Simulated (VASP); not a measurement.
# Au (Fd-3m) in VASP: further runs

The runs below take Au through relaxation of cell and atoms, with LDA.

Program: VASP 6.6.1. These are calculated values, not measurements. Logs are shortened: lines on timing, memory, paths and dates and some standing lists are left out, and cuts for length are marked.

## Step 1: The cell of the first run

Symmetry: Fd-3m, No. 227, cubic system. Conventional cell: a = 4.725 Å, b = 4.725 Å, c = 4.725 Å, α = 90.00°, β = 90.00°, γ = 90.00°. Within 2.7 Å of Au (site symmetry -43m) lie 4 Au at 2.05 Å.

This isn't the form of Au at room conditions, which is fcc.

## Step 2: Relaxation of cell and atoms, LDA, target pressure 170 GPa, at which the enthalpy is minimised

INCAR reads:

```
ALGO = Normal
EDIFF = 1E-6
EDIFFG = -0.005
ENCUT = 600
IBRION = 2
ISIF = 3
ISMEAR = -1
LASPH = True
LCHARG = False
LREAL = False
LWAVE = False
NELM = 80
NSW = 60
PREC = Accurate
PSTRESS = 1700.0
SIGMA = 0.05
```

KPOINTS reads:

```
k-points
0
Gamma
  14 14 14
```

POSCAR reads:

```
Au
1.0
    0.0000000000      2.3623539169      2.3623539169
    2.3623539169      0.0000000000      2.3623539169
    2.3623539169      2.3623539169      0.0000000000
Au
2
Direct
   -0.1250000000     -0.1250000000     -0.1250000000
    0.1250000000      0.1250000000      0.1250000000
```

Potentials or basis: VASP PAW LDA potentials, release 64 (Au).

Started as:

```bash
$ cat potpaw_LDA.64/Au/POTCAR > POTCAR
$ mpirun -np 1 vasp_std > vasp.out
```

OUTCAR:

```text
EDIFF = 1E-6
   EDIFFG = -0.005
   ENCUT = 600
   IBRION = 2
   ISIF = 3
   ISMEAR = -1
   LASPH = True
   LREAL = False
   NELM = 80
   NSW = 60
   PREC = Accurate
   PSTRESS = 1700.0

 ion  position               nearest neighbor table
   1  0.875  0.875  0.875-   2 2.05   2 2.05   2 2.05   2 2.05
   2  0.125  0.125  0.125-   1 2.05   1 2.05   1 2.05   1 2.05

  LATTYP: Found a face centered cubic cell.
 ALAT       =     4.7247078338

  Lattice vectors:

 A1 = (   0.0000000000,   2.3623539169,   2.3623539169)
 A2 = (   2.3623539169,   0.0000000000,   2.3623539169)
 A3 = (   2.3623539169,   2.3623539169,   0.0000000000)

Analysis of symmetry for initial positions (statically):
=====================================================================
 Subroutine PRICEL returns:
 Original cell was already a primitive cell.

 Routine SETGRP: Setting up the symmetry group for a
 face centered cubic supercell.

 Subroutine GETGRP returns: Found 48 space group operations
 (whereof 12 operations were pure point group operations)
 out of a pool of 48 trial point group operations.

The static configuration has the point symmetry D_3d.
 The point group associated with its full space group is O_h .

Analysis of symmetry for dynamics (positions and initial velocities):
=====================================================================
 Subroutine PRICEL returns:
 Original cell was already a primitive cell.

 Routine SETGRP: Setting up the symmetry group for a
 face centered cubic supercell.

 Subroutine GETGRP returns: Found 48 space group operations
 (whereof 12 operations were pure point group operations)
 out of a pool of 48 trial point group operations.

The dynamic configuration has the point symmetry D_3d.
 The point group associated with its full space group is O_h .

 Subroutine INISYM returns: Found 48 space group operations
 (whereof 12 operations are pure point group operations),
 and found     1 'primitive' translations

----------------------------------------------------------------------------------------

                                     Primitive cell

  volume of cell :      26.3673

  direct lattice vectors                    reciprocal lattice vectors
     0.000000000  2.362353917  2.362353917    -0.211653299  0.211653299  0.211653299
     2.362353917  0.000000000  2.362353917     0.211653299 -0.211653299  0.211653299
     2.362353917  2.362353917  0.000000000     0.211653299  0.211653299 -0.211653299

  length of vectors
     3.340872948  3.340872948  3.340872948     0.366594268  0.366594268  0.366594268

  position of ions in fractional coordinates (direct lattice)
     0.875000000  0.875000000  0.875000000
     0.125000000  0.125000000  0.125000000

  ion indices of the primitive-cell ions
   primitive index   ion index
                 1           1
                 2           2

----------------------------------------------------------------------------------------

 KPOINTS: k-points

Automatic generation of k-mesh.
 Grid dimensions read from file:
 generate k-points for:   14   14   14

 Generating k-lattice:

  Cartesian coordinates                     Fractional coordinates (reciprocal lattice)
    -0.015118093  0.015118093  0.015118093     0.071428571  0.000000000  0.000000000
     0.015118093 -0.015118093  0.015118093     0.000000000  0.071428571  0.000000000
     0.015118093  0.015118093 -0.015118093     0.000000000  0.000000000  0.071428571

  Length of vectors
     0.026185305  0.026185305  0.026185305

  Shift w.r.t. Gamma in fractional coordinates (k-lattice)
     0.000000000  0.000000000  0.000000000

 Subroutine IBZKPT returns following result:
 ===========================================

 Found    104 irreducible k-points:

 Following reciprocal coordinates:
            Coordinates               Weight
  0.000000  0.000000  0.000000      1.000000
  0.071429  0.000000  0.000000      8.000000
  0.142857  0.000000  0.000000      8.000000
  0.214286  0.000000  0.000000      8.000000
  0.285714  0.000000  0.000000      8.000000
  0.357143  0.000000  0.000000      8.000000
[... 16 lines left out ...]
  0.214286  0.142857  0.000000     24.000000
  0.285714  0.142857  0.000000     24.000000
 [... further k-points ...]
   k-points           NKPTS =    104   k-points in BZ     NKDIM =    104   number of bands    NBANDS=     15
   number of dos      NEDOS =    301   number of ions     NIONS =      2
   total plane-waves  NPLWV =  21952
   dimension x,y,z NGX =    28 NGY =   28 NGZ =   28
   dimension x,y,z NGXF=    56 NGYF=   56 NGZF=   56
   ions per type =               2
   NGX,Y,Z   is equivalent  to a cutoff of  13.93, 13.93, 13.93 a.u.
   NGXF,Y,Z  is equivalent  to a cutoff of  27.87, 27.87, 27.87 a.u.
 SYSTEM =  unknown system
   PREC   = accura    normal or accurate (medium, high low for compatibility)
   ISTART =      0    job   : 0-new  1-cont  2-samecut
   ICHARG =      2    charge: 1-file 2-atom 10-const
   ISPIN  =      1    spin polarized calculation?
   LNONCOLLINEAR =      F non collinear calculations
   LSORBIT =      F    spin-orbit coupling
   LASPH  =      T    aspherical Exc in radial PAW
   ENCUT  =  600.0 eV  44.10 Ry    6.64 a.u.   6.67  6.67  6.67*2*pi/ulx,y,z
   NELM   =     80;   NELMIN=  2; NELMDL= -5     # of ELM steps
   EDIFF  = 0.1E-05   stopping-criterion for ELM
   LREAL  =      F    real-space projection
   EDIFFG = -.5E-02   stopping-criterion for IOM
   NSW    =     60    number of steps for IOM
   IBRION =      2    ionic relax: 0-MD 1-quasi-New 2-CG
   NFREE  =      1    steps in history (QN), initial steepest desc. (CG)
   ISIF   =      3    stress and relaxation
   ISYM   =      2    0-nonsym 1-usesym 2-fastsym
   POTIM  = 0.5000    time-step for ionic-motion
   TEBEG  =    0.0;   TEEND  =   0.0 temperature during run
   PSTRESS= 1700.0 pullay stress
   NELECT =      22.0000    total number of electrons
   NUPDOWN=      -1.0000    fix difference up-down
   EMIN   =  10.00;   EMAX   =-10.00  energy-range for DOS
   EFERMI =   0.00;   METHOD = LEGACY
   ISMEAR =    -1;   SIGMA  =   0.05  broadening in eV -4-tet -1-fermi 0-gaus
   EFERMI_NEDOS =   21; number of points for ismear=-14 and -15
   IALGO  =     38    algorithm
   IMIX   =      4    mixing-type and parameters
     AMIX     =   0.40;   BMIX     =  1.00
     AMIX_MAG =   1.60;   BMIX_MAG =  1.00
  volume/ion in A,a.u.               =      13.18        88.97
  Fermi-wavevector in a.u.,A,eV,Ry     =   1.541206  2.912458 32.318146  2.375317
  Thomas-Fermi vector in A             =   2.647185
   LORBIT       =      0    0 simple, 1 ext, 2 COOP (PROOUT), +10 PAW based schemes
   GGA     = CA    functional components
   LHFCALC =     F    Hartree Fock is set to
   AEXX    =    0.0000 exact exchange contribution
   IVDW    =     0    specifies the selected vdW correction
   LEPSILON=     F    determine dielectric tensor
   LRPA    =     F    only Hartree local field effects (RPA)
 conjugate gradient relaxation of ions
 non-spin polarized calculation
  energy-cutoff  :      600.00
  volume of cell :       26.37
 maximum number of plane-waves:       903
   NGX = 13   NGY = 13   NGZ = 13

--------------------------------------- Ionic step        1  -------------------------------------------

 number of electron      21.9999997 magnetization

 Free energy of the ion-electron system (eV)
  ---------------------------------------------------
  ext. energy  EPLUGINS =         0.00000000
  ---------------------------------------------------
  free energy    TOTEN  =         7.30242262 eV

  energy without entropy =        7.31087887  energy(sigma->0) =        7.30665075

------------------------ aborting loop because EDIFF is reached ----------------------------------------

  FORCE on cell =-STRESS in cart. coord.  units (eV):
  Direction    XX          YY          ZZ          XY          YZ          ZX
  --------------------------------------------------------------------------------------
  -------------------------------------------------------------------------------------
  Total       54.9899129     54.9899129     54.9899129     -0.0000000     -0.0000000      0.0000000
  in kB     3341.4020301   3341.4020301   3341.4020301     -0.0000000     -0.0000000      0.0000000
  external PRESSURE =    1641.4020301 kB  Pullay stress =    1700.0000000 kB
[... 25 lines left out ...]
--------------------------------------- Ionic step        2  -------------------------------------------

 number of electron      22.0000011 magnetization

 E-fermi :  -2.1621     XC(G=0):  -6.6163

 val. band max:       -2.1730723389   @ k =  -0.4286   0.5000   0.0714
 cond. band min:      -2.1618803966   @ k =  -0.3571   0.5000   0.1429
 fundamental gap:      0.0111919423
 Fermi energy:        -2.1620693074

 k-point     1 :       0.0000    0.0000    0.0000
  band No.  band energies     occupation
      1      -4.7822      2.00000
      2      -4.1155      2.00000
      3      -4.1155      2.00000
      4      -4.1155      2.00000
      5      -4.0653      2.00000
      6      -4.0653      2.00000
      7      -3.5240      2.00000
      8      -3.5240      2.00000
      9      -3.5240      2.00000
     10      -3.3371      2.00000
     11      -3.3371      2.00000
     12       1.2979      0.00000
     13       4.1905      0.00000
     14       4.1905      0.00000
[... 401 lines left out ...]
      2      -4.2005      2.00000
      3      -4.1376      2.00000
      4      -4.1374      2.00000
      5      -3.9809      2.00000
      6      -3.9197      2.00000
      7      -3.6237      2.00000
      8      -3.4688      2.00000
      9      -3.3929      2.00000
     10      -3.3825      2.00000
     11      -3.2474      2.00000
     12      -0.0996      0.00000
     13       2.5538      0.00000
     14       2.9036      0.00000
     15       4.4228      0.00000

 [... further k-points ...]
[... 5 lines left out ...]
  --------------------------------------------------------------------------------------
  -------------------------------------------------------------------------------------
  Total       -6.3310943     -6.3310943     -6.3310943     -0.0000000      0.0000000     -0.0000000
  in kB      -85.3930291    -85.3930291    -85.3930291     -0.0000000      0.0000000     -0.0000000
  external PRESSURE =   -1785.3930291 kB  Pullay stress =    1700.0000000 kB
[... 25 lines left out ...]
--------------------------------------- Ionic step        3  -------------------------------------------

 number of electron      21.9999997 magnetization

 E-fermi :   7.2449     XC(G=0): -11.7640

 val. band max:        7.2284265674   @ k =  -0.3571   0.4286   0.1429
 cond. band min:       7.2505993680   @ k =  -0.4286   0.4286   0.0714
 fundamental gap:      0.0221728005
 Fermi energy:         7.2448777544

 k-point     1 :       0.0000    0.0000    0.0000
  band No.  band energies     occupation
      1      -1.6602      2.00000
      2       0.6974      2.00000
      3       0.6974      2.00000
      4       0.9342      2.00000
      5       0.9342      2.00000
      6       0.9342      2.00000
      7       3.8983      2.00000
      8       3.8983      2.00000
      9       3.8983      2.00000
     10       6.0357      2.00000
     11       6.0357      2.00000
     12      18.1009      0.00000
     13      18.2585      0.00000
     14      19.6663      0.00000
[... 401 lines left out ...]
      2       0.0870      2.00000
      3       0.7834      2.00000
      4       0.8208      2.00000
      5       1.2243      2.00000
      6       1.8455      2.00000
      7       2.7865      2.00000
      8       4.2663      2.00000
      9       4.3864      2.00000
     10       5.4348      2.00000
     11       6.2893      2.00000
     12      12.5062      0.00000
     13      14.9865      0.00000
     14      15.6862      0.00000
     15      17.1877      0.00000

 [... further k-points ...]
[... 5 lines left out ...]
  --------------------------------------------------------------------------------------
  -------------------------------------------------------------------------------------
  Total       12.8075984     12.8075984     12.8075984      0.0000000      0.0000000     -0.0000000
  in kB      519.7516568    519.7516568    519.7516568      0.0000000      0.0000000     -0.0000000
  external PRESSURE =   -1180.2483432 kB  Pullay stress =    1700.0000000 kB
[... 101 lines left out ...]
--------------------------------------- Ionic step        6  -------------------------------------------

 number of electron      22.0000002 magnetization

 Free energy of the ion-electron system (eV)
  ---------------------------------------------------
  ext. energy  EPLUGINS =         0.00000000
  ---------------------------------------------------
  free energy    TOTEN  =        -0.11530464 eV

  energy without entropy =       -0.10648018  energy(sigma->0) =       -0.11089241

 E-fermi :  11.3671     XC(G=0): -13.0908

 val. band max:       11.3277996465   @ k =   0.5000   0.0000   0.0000
 cond. band min:      11.3696774262   @ k =  -0.4286   0.4286   0.0714
 fundamental gap:      0.0418777797
 Fermi energy:        11.3670861658

 k-point     1 :       0.0000    0.0000    0.0000
  band No.  band energies     occupation
      1       0.0985      2.00000
      2       2.4480      2.00000
      3       2.4480      2.00000
      4       3.1112      2.00000
      5       3.1112      2.00000
      6       3.1112      2.00000
      7       6.9807      2.00000
      8       6.9807      2.00000
      9       6.9807      2.00000
     10      10.2047      2.00000
     11      10.2047      2.00000
     12      22.8066      0.00000
     13      22.9227      0.00000
     14      24.2441      0.00000
[... 401 lines left out ...]
      2       1.6667      2.00000
      3       2.7700      2.00000
      4       2.9099      2.00000
      5       3.2493      2.00000
      6       4.3150      2.00000
      7       5.3243      2.00000
      8       7.3805      2.00000
      9       7.6383      2.00000
     10       9.2377      2.00000
     11      10.5259      2.00000
     12      17.6438      0.00000
     13      20.2546      0.00000
     14      21.0590      0.00000
     15      21.7723      0.00000

 [... further k-points ...]
[... 5 lines left out ...]
  --------------------------------------------------------------------------------------
  -------------------------------------------------------------------------------------
  Total       33.1690648     33.1690648     33.1690648      0.0000000      0.0000000      0.0000000
  in kB     1700.1457755   1700.1457755   1700.1457755      0.0000000      0.0000000      0.0000000
  external PRESSURE =       0.1457755 kB  Pullay stress =    1700.0000000 kB
[... 21 lines left out ...]
  energy  without entropy=       -0.1064801826  energy(sigma->0) =       -0.11089241

  enthalpy is  TOTEN    =        33.0509161292 eV   P V=       33.1662207699

 reached required accuracy - stopping structural energy minimisation
```

Run time: 3 min. Hardware: 1 thread of Intel Xeon Platinum 8259CL at 2.50GHz (Skylake/Cascade Lake), shared host; peak memory 0.18 GiB.

What came out:

| Item | Value |
| --- | --- |
| Free energy | -0.1153 eV |
| Relaxed volume | 15.63 Å³/atom |
| Relaxed cell | a = 3.536 Å, b = 3.536 Å, c = 3.536 Å, α = 60.00°, β = 60.00°, γ = 60.00° |
| Space group after relaxing (to 0.1 Å) | Fd-3m (No. 227) |
| Energy change on relaxing (the run minimises the enthalpy) | -3708.9 meV/atom |
| Ionic steps | 6 |
| Pressure after relaxing | 170.0 GPa |
| Band gap on the k mesh | zero (bands 11 and 12 overlap by 0.77 eV) |

Step by step:
| step | energy change (eV) | largest force (eV/Å) | pressure (GPa) | volume (Å³) |
| --- | --- | --- | --- | --- |
| 1 | 0.0000 | 0.0000 | 334.14 | 26.37 |
| 2 | -10.6397 | 0.0000 | -8.54 | 118.79 |
| 3 | -12.5754 | 0.0000 | 51.98 | 39.48 |
| 4 | -8.3947 | 0.0000 | 148.21 | 32.24 |
| 5 | -7.5408 | 0.0000 | 167.27 | 31.37 |
| 6 | -7.4177 | 0.0000 | 170.01 | 31.26 |

Final structure:
```cif
data_structure
_symmetry_space_group_name_H-M 'P 1'
_symmetry_Int_Tables_number 1
_cell_length_a 3.5358
_cell_length_b 3.5358
_cell_length_c 3.5358
_cell_angle_alpha 60.000
_cell_angle_beta 60.000
_cell_angle_gamma 60.000
_cell_volume 31.26
loop_
_atom_site_label
_atom_site_type_symbol
_atom_site_fract_x
_atom_site_fract_y
_atom_site_fract_z
_atom_site_occupancy
Au1 Au 0.87500 0.87500 0.87500 1
Au2 Au 0.12500 0.12500 0.12500 1
```

Levels at points of the mesh, in eV from the Fermi level:
```csv
k point,band 7,band 8,band 9,band 10,band 11,band 12,band 13,band 14,band 15
"(0.00, 0.00, 0.00)",-4.39,-4.39,-4.39,-1.16,-1.16,11.44,11.56,12.88,12.88
"(0.50, 0.00, 0.00)",-3.84,-3.47,-3.47,-1.88,-1.88,-0.04,9.42,9.74,9.74
"(0.50, 0.50, 0.00)",-5.57,-5.57,-1.48,-1.48,0.65,0.65,3.25,3.25,10.83
```

Caveat: the cell is relaxed towards a set pressure, so the run minimises the enthalpy, not the energy; the volume moved by over 15 % at a fixed basis, so the end points are rough; spin-orbit coupling is left out, which moves the levels of the heavy elements.

[end of part 1 of 2]
